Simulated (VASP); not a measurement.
Set up this calculation in VASP 6.6.1, as the native input.

```
Task                   : single point
Functional             : PBEsol
Potentials or basis    : VASP PAW PBE potentials, release 64 (Sb_d_GW, Ti_sv, O)
Cutoff                 : 700 eV
k mesh                 : 4 × 4 × 4
Occupations            : fermi-dirac, width 0.1 eV
Spin                   : no spin polarisation
Hubbard terms          : Ti d U = 7.39 eV, J = 0.63 eV
Dipole correction      : no
LDAUTYPE               : 1
Hund's J               : 0.63
Further INCAR settings : ALGO = Normal; EDIFF = 1e-06; NBANDS = 56
```

The structure of TiSbO3 lies in POSCAR:

```
TiSbO3
1.0
    2.6012920437     -1.9178405343     -4.7792419372
    0.0000000000      3.2318454570     -4.7792427274
    2.7545140964      1.3914050508      4.4232528772
Sb Ti O
2 2 6
Direct
    0.3642510284      0.3642510284      0.0927530851
    0.6357489716      0.6357489716      0.9072469149
    0.1232323424      0.1232323424      0.3696970273
    0.8767676576      0.8767676576      0.6303029727
    0.5409543984      1.0101790795      0.7535355706
    0.2024020927      0.5409543984      0.7535355706
    1.0101790795      0.2024020927      0.7535355706
    0.4590456016     -0.0101790795      0.2464644294
    0.7975979073      0.4590456016      0.2464644294
   -0.0101790795      0.7975979073      0.2464644294
```

These files were run (other wordings do the same):

INCAR

```
PREC     = Accurate       # precision mode
ENCUT    = 700            # plane-wave cutoff, eV
EDIFF    = 1E-6           # SCF threshold, eV
ISMEAR   = -1             # smearing method
SIGMA    = 0.1            # smearing width, eV
LREAL    = False          # projectors in reciprocal space
LASPH    = True           # aspherical terms in the spheres
NELM     = 200            # most SCF steps
ALGO     = Normal         # electronic algorithm
ISIF     = 2              # what is computed and relaxed
LWAVE    = False          # write WAVECAR
LCHARG   = False          # write CHGCAR
LMAXMIX  = 4              # l up to which the mixer works
LDAU     = True           # DFT+U
LDAUTYPE = 1            
LDAUL    = -1 2 -1        # shell
LDAUU    = 0 7.39 0       # U, eV
LDAUJ    = 0 0.63 0     
LDAUPRINT= 1            
GGA      = PS             # functional
NBANDS   = 56             # bands
GGA_COMPAT= False
```

KPOINTS

```
Automatic mesh
0
Gamma
  4 4 4
```

Potentials or basis: VASP PAW PBE potentials, release 64 (Sb_d_GW, Ti_sv, O).

Launch:

```sh
$ cat potpaw_PBE.64/Sb_d_GW/POTCAR potpaw_PBE.64/Ti_sv/POTCAR potpaw_PBE.64/O/POTCAR > POTCAR
$ mpirun -np 1 vasp_std > vasp.out
```

It gave:

```yaml
Pressure: 1.6 GPa
Largest_force: 0.166 eV/Å
Band_gap_on_the_k_mesh: 0.27 eV (least direct gap 0.31 eV)
```

Caveat: the PAW data sets were made with another functional, which shifts forces and pressure a little; spin-orbit coupling is left out, which moves the levels of the heavy elements.

Wall time 4.7 min on 1 thread of Intel(R) Xeon(R) Platinum 8259CL CPU @ 2.50GHz (Skylake/Cascade Lake), on a shared host, peak memory 0.43 GiB.
